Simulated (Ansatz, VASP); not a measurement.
## C: VASP beside Ansatz

```
C
1.0
    -1.26414    1.26414    1.26414
     1.26414   -1.26414    1.26414
     1.26414    1.26414   -1.26414
C
1
Direct
  0.00000 0.00000 0.00000
```

Alike in both runs: task single point; functional BLYP; k mesh 20 × 20 × 20; occupations fermi-dirac, width 0.1 eV; no spin polarisation.

```csv
,VASP,Ansatz
version,VASP 6.6.1,Ansatz 0.2.0
potentials or method,"VASP PAW PBE potentials, release 64 (C), cutoff 520 eV","plane waves (420 eV) with PAW, scalar-relativistic"
valence electrons in the cell,4,4
```

Ansatz gave:

* pressure (GPa): -8.4

Problem. Which values does VASP return?

Solution. Pressure (GPa): -8.3.

VASP's potentials were made for PBE, not for BLYP.
